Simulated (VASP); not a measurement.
**PmAs: single point with PBE**

Crystal: PmAs.

```
Pm As
1.0
     3.57149    0.00000    0.00000
     0.00000    3.57149    0.00000
     0.00000    0.00000    3.57149
Pm As
1 1
Direct
  0.00000 0.00000 0.00000
  0.50000 0.50000 0.50000
```

```
Program             : VASP 6.6.1
Task                : single point
Functional          : PBE
Potentials or basis : VASP PAW PBE potentials, release 64 (Pm, As)
Cutoff              : 520 eV
k mesh              : 10 × 10 × 10
Occupations         : gaussian, width 0.05 eV
Spin                : collinear spin, ferromagnetic start
Starting moments    : [4.0, 0.0] μB
```

```yaml
Pressure: 5.9 GPa
Net_moment: 4.13 μB per cell
Site_moments: Pm +4.26; As -0.20 μB
Valence_electrons_inside_the_program's_atomic_spheres: Pm 12.39; As 2.83
```

Levels at points of the mesh, in eV from the Fermi level:
Spin up:
| k point | band 10 | band 11 | band 12 | band 13 | band 14 | band 15 |
| --- | --- | --- | --- | --- | --- | --- |
| (0.00, 0.00, 0.00) | -0.74 | -0.74 | -0.05 | -0.05 | -0.05 | 1.30 |
| (0.50, 0.00, 0.00) | -0.71 | -0.54 | -0.54 | -0.25 | 0.05 | 0.05 |
| (0.50, 0.50, 0.00) | -0.65 | -0.46 | -0.21 | 0.14 | 0.18 | 0.18 |
| (0.50, 0.50, 0.50) | -0.64 | -0.64 | -0.64 | 0.11 | 0.11 | 0.11 |
Spin down:
```
           k point  band 6  band 7  band 8  band 9  band 10  band 11
(0.00, 0.00, 0.00)   -0.10   -0.10    0.30    0.30     0.30     2.28
(0.50, 0.00, 0.00)   -4.70   -0.74   -0.74    1.12     1.83     2.37
(0.50, 0.50, 0.00)   -2.30   -2.30    0.47    0.67     2.49     2.49
(0.50, 0.50, 0.50)   -4.14   -4.14   -4.14    2.52     2.52     2.52
```

Wall time 94 s on 1 thread of AMD EPYC 7R13 Processor (Zen 3), on a shared host, peak memory 0.22 GiB.

Caveat: the magnetic or orbital state may not be the lowest; spin-orbit coupling is left out, which moves the levels of the heavy elements; without U or exact exchange the open f shell lies at the Fermi level, which spoils levels, moments and volumes. The state reached can hang on the start; a lower one may exist.
